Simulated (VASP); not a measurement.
# Co in VASP: further runs, part 2 of 2

VASP 6.6.1. Earlier steps stand in the parts before.

### Step 3. Single point, PBEsol, collinear spin, antiferromagnetic start

This run uses another cell than the first one: it holds 2 atoms, not 1.

INCAR

```
PREC = Accurate
ENCUT = 520
EDIFF = 1E-7
ISMEAR = -1
SIGMA = 0.05
LREAL = False
LASPH = True
NELM = 150
ALGO = Normal
ISIF = 2
LWAVE = False
LCHARG = False
ISPIN = 2
MAGMOM = 1.7 -1.7
LORBIT = 11
LMAXMIX = 4
GGA = PS
NBANDS = 20
```

KPOINTS

```
Automatic mesh
0
Gamma
  12 12 9
```

POSCAR

```
Co
1.0
    2.4089170383      0.0000000000      0.0000000000
    0.0000000000      2.4089170383      0.0000000000
    0.0000000000      0.0000000000      3.4056643641
Co
2
Direct
    0.0000000000      0.0000000000      0.0000000000
    0.5000000000      0.5000000000      0.5000000000
```

Potentials or basis: VASP PAW PBE potentials, release 64 (Co).

Started as:

```
cat potpaw_PBE.64/Co/POTCAR > POTCAR
mpirun -np 1 vasp_std > vasp.out
```

OUTCAR:

```text
PREC = Accurate
   ENCUT = 520
   EDIFF = 1E-7
   ISMEAR = -1
   LREAL = False
   LASPH = True
   NELM = 150
   ISIF = 2
   ISPIN = 2
   LORBIT = 11
   GGA = PS

 ion  position               nearest neighbor table
   1  0.000  0.000  0.000-   2 2.41   2 2.41   2 2.41   2 2.41   2 2.41   2 2.41   2 2.41   2 2.41

   2  0.500  0.500  0.500-   1 2.41   1 2.41   1 2.41   1 2.41   1 2.41   1 2.41   1 2.41   1 2.41

  LATTYP: Found a simple tetragonal cell.
 ALAT       =     2.4089170383
 C/A-ratio  =     1.4137740362

  Lattice vectors:

 A1 = (   2.4089170383,   0.0000000000,   0.0000000000)
 A2 = (   0.0000000000,   2.4089170383,   0.0000000000)
 A3 = (   0.0000000000,   0.0000000000,   3.4056643641)

Analysis of symmetry for initial positions (statically):
=====================================================================
 Subroutine PRICEL returns following result:

  LATTYP: Found a body centered tetragonal cell.
 ALAT       =     2.4089170383
 C/A-ratio  =     1.4137740362
[... 12 lines left out ...]
 Subroutine GETGRP returns: Found 16 space group operations
 (whereof 16 operations were pure point group operations)
 out of a pool of 16 trial point group operations.

The static configuration has the point symmetry D_4h.

Analysis of symmetry for dynamics (positions and initial velocities):
=====================================================================
 Subroutine PRICEL returns following result:

  LATTYP: Found a body centered tetragonal cell.
 ALAT       =     2.4089170383
 C/A-ratio  =     1.4137740362
[... 12 lines left out ...]
 Subroutine GETGRP returns: Found 16 space group operations
 (whereof 16 operations were pure point group operations)
 out of a pool of 16 trial point group operations.

The dynamic configuration has the point symmetry D_4h.

Analysis of structural, dynamic, and magnetic symmetry:
=====================================================================
 Subroutine PRICEL returns following result:

  LATTYP: Found a body centered tetragonal cell.
 ALAT       =     2.4089170383
 C/A-ratio  =     1.4137740362
[... 12 lines left out ...]
 Subroutine GETGRP returns: Found 16 space group operations
 (whereof 16 operations were pure point group operations)
 out of a pool of 16 trial point group operations.

The overall configuration has the point symmetry D_4h.

 Subroutine INISYM returns: Found 16 space group operations
 (whereof 16 operations are pure point group operations),
 and found     2 'primitive' translations

----------------------------------------------------------------------------------------

                                     Primitive cell

  volume of cell :       9.8813

  direct lattice vectors                    reciprocal lattice vectors
    -1.204458519 -1.204458519 -1.702832182     0.000000000 -0.415124300 -0.293628465
     1.204458519  1.204458519 -1.702832182     0.415124300 -0.000000000 -0.293628465
     1.204458519 -1.204458519  1.702832182     0.415124300 -0.415124300  0.000000000

  length of vectors
     2.408542731  2.408542731  2.408542731     0.508474051  0.508474051  0.587074416

  position of ions in fractional coordinates (direct lattice)
     0.000000000  0.000000000  0.000000000

  ion indices of the primitive-cell ions
   primitive index   ion index
                 1           1

[... 60 lines left out ...]
   NGXF,Y,Z  is equivalent  to a cutoff of  24.84, 24.84, 27.34 a.u.
 SYSTEM =  unknown system
   PREC   = accura    normal or accurate (medium, high low for compatibility)
   ISTART =      0    job   : 0-new  1-cont  2-samecut
   ICHARG =      2    charge: 1-file 2-atom 10-const
   ISPIN  =      2    spin polarized calculation?
   LNONCOLLINEAR =      F non collinear calculations
   LSORBIT =      F    spin-orbit coupling
   LASPH  =      T    aspherical Exc in radial PAW
   ENCUT  =  520.0 eV  38.22 Ry    6.18 a.u.   4.48  4.48  6.33*2*pi/ulx,y,z
   NELM   =    150;   NELMIN=  2; NELMDL= -5     # of ELM steps
   EDIFF  = 0.1E-06   stopping-criterion for ELM
   LREAL  =      F    real-space projection
   EDIFFG = 0.1E-05   stopping-criterion for IOM
   NSW    =      0    number of steps for IOM
   IBRION =     -1    ionic relax: 0-MD 1-quasi-New 2-CG
   NFREE  =      0    steps in history (QN), initial steepest desc. (CG)
   ISIF   =      2    stress and relaxation
   ISYM   =      2    0-nonsym 1-usesym 2-fastsym
   POTIM  = 0.5000    time-step for ionic-motion
   TEBEG  =    0.0;   TEEND  =   0.0 temperature during run
   PSTRESS=    0.0 pullay stress
   NELECT =      18.0000    total number of electrons
   NUPDOWN=      -1.0000    fix difference up-down
   EMIN   =  10.00;   EMAX   =-10.00  energy-range for DOS
   EFERMI =   0.00;   METHOD = LEGACY
   ISMEAR =    -1;   SIGMA  =   0.05  broadening in eV -4-tet -1-fermi 0-gaus
   EFERMI_NEDOS =   21; number of points for ismear=-14 and -15
   IALGO  =     38    algorithm
   IMIX   =      4    mixing-type and parameters
     AMIX     =   0.40;   BMIX     =  1.00
     AMIX_MAG =   1.60;   BMIX_MAG =  1.00
  volume/ion in A,a.u.               =       9.88        66.68
  Fermi-wavevector in a.u.,A,eV,Ry     =   1.586903  2.998813 34.263040  2.518262
  Thomas-Fermi vector in A             =   2.686143
   LORBIT       =     11    0 simple, 1 ext, 2 COOP (PROOUT), +10 PAW based schemes
   GGA     = PS    functional components
   LHFCALC =     F    Hartree Fock is set to
   AEXX    =    0.0000 exact exchange contribution
   IVDW    =     0    specifies the selected vdW correction
   LEPSILON=     F    determine dielectric tensor
   LRPA    =     F    only Hartree local field effects (RPA)
 spin polarized calculation
  energy-cutoff  :      520.00
  volume of cell :       19.76
 maximum number of plane-waves:       546
 NGX is ok and might be reduce to    18

 number of electron      18.0000000 magnetization       0.0000000

 number of electron      18.0000000 magnetization      -0.0000000

 Free energy of the ion-electron system (eV)
  ---------------------------------------------------
  ext. energy  EPLUGINS =         0.00000000
  ---------------------------------------------------
  free energy    TOTEN  =       -15.19372644 eV

  energy without entropy =      -15.16301869  energy(sigma->0) =      -15.17837256

 E-fermi :  11.3848     XC(G=0): -14.1622

 val. band max:       11.3741586424   @ k =   0.3333   0.3333   0.3333
 cond. band min:      11.4000872177   @ k =   0.0833   0.0000   0.0000
 fundamental gap:      0.0259285753
 Fermi energy:        11.3847613668

 spin component 1

 k-point     1 :       0.0000    0.0000    0.0000
  band No.  band energies     occupation
      1       1.9460      1.00000
      2       6.2423      1.00000
      3       6.9361      1.00000
      4       9.3167      1.00000
      5       9.3167      1.00000
      6       9.3210      1.00000
[... 541 lines left out ...]
     19      33.8149      0.00000
     20      36.7826      0.00000

 [... further k-points ...]

 spin component 2

 k-point     1 :       0.0000    0.0000    0.0000
  band No.  band energies     occupation
      1       1.9460      1.00000
      2       6.2423      1.00000
      3       6.9361      1.00000
      4       9.3167      1.00000
      5       9.3167      1.00000
      6       9.3210      1.00000
[... 541 lines left out ...]
     19      33.8149      0.00000
     20      36.7826      0.00000

 [... further k-points ...]
[... 5 lines left out ...]
  --------------------------------------------------------------------------------------
  -------------------------------------------------------------------------------------
  Total       -0.1332966     -0.1332966     -0.1385271      0.0000000     -0.0000000      0.0000000
  in kB      -10.8064752    -10.8064752    -11.2305215      0.0000000     -0.0000000      0.0000000
  external PRESSURE =     -10.9478240 kB  Pullay stress =       0.0000000 kB

 VOLUME and BASIS-vectors are now :
 -----------------------------------------------------------------------------
  energy-cutoff  :      520.00
  volume of cell :       19.76
      direct lattice vectors                 reciprocal lattice vectors
     2.408917038  0.000000000  0.000000000     0.415124300  0.000000000  0.000000000
     0.000000000  2.408917038  0.000000000     0.000000000  0.415124300  0.000000000
     0.000000000  0.000000000  3.405664364     0.000000000  0.000000000  0.293628465

 POSITION                                       TOTAL-FORCE (eV/Angst)
 -----------------------------------------------------------------------------------
      0.00000      0.00000      0.00000         0.000000     -0.000000      0.000000
      1.20446      1.20446      1.70283        -0.000000      0.000000      0.000000
 -----------------------------------------------------------------------------------
    total drift:                                0.000000     -0.000000     -0.000000

  FREE ENERGIE OF THE ION-ELECTRON SYSTEM (eV)
  ---------------------------------------------------
  free  energy   TOTEN  =       -15.1937264398 eV

  energy  without entropy=      -15.1630186857  energy(sigma->0) =      -15.17837256

 total charge

# of ion       s       p       d       tot
------------------------------------------
    1        0.527   0.606   7.332   8.466
    2        0.527   0.606   7.332   8.466
--------------------------------------------------
tot          1.054   1.213  14.665  16.931

 magnetization (x)

# of ion       s       p       d       tot
------------------------------------------
    1       -0.000   0.000   0.000   0.000
    2        0.000  -0.000  -0.000  -0.000
--------------------------------------------------
tot          0.000   0.000   0.000   0.000
```

stdout:

```text
POSCAR found type information on POSCAR Co
 POSCAR found :  1 types and       2 ions
 scaLAPACK will be used
 -----------------------------------------------------------------------------
|                                                                             |
|                                                                             |
|     You enforced a specific xc type in the INCAR file but a different       |
|     I HOPE YOU KNOW WHAT YOU ARE DOING!                                     |
|                                                                             |
 -----------------------------------------------------------------------------

 LDA part: xc-table for (Slater+PW92), standard interpolation
 POSCAR, INCAR and KPOINTS ok, starting setup
 FFT: planning ... GRIDC
 FFT: planning ... GRID_SOFT
 FFT: planning ... GRID
 WAVECAR not read
 entering main loop
```

It took 2.1 min on 1 thread of Intel Xeon Platinum 8259CL at 2.50GHz (Skylake/Cascade Lake), shared host; peak memory 0.19 GiB.

What came out:

* Free energy: -15.1937 eV
* Pressure: -1.1 GPa
* Band gap on the k mesh: zero (filled and empty bands overlap)
* Net moment: 0.00 μB per cell
* Valence electrons inside the program's atomic spheres: Co 8.47

Caveat: the moments typed at the start vanished in this run; the PAW data sets were made with another functional, which shifts forces and pressure a little.

The gap in the log of VASP goes by the Fermi energy; the results here count the filled bands.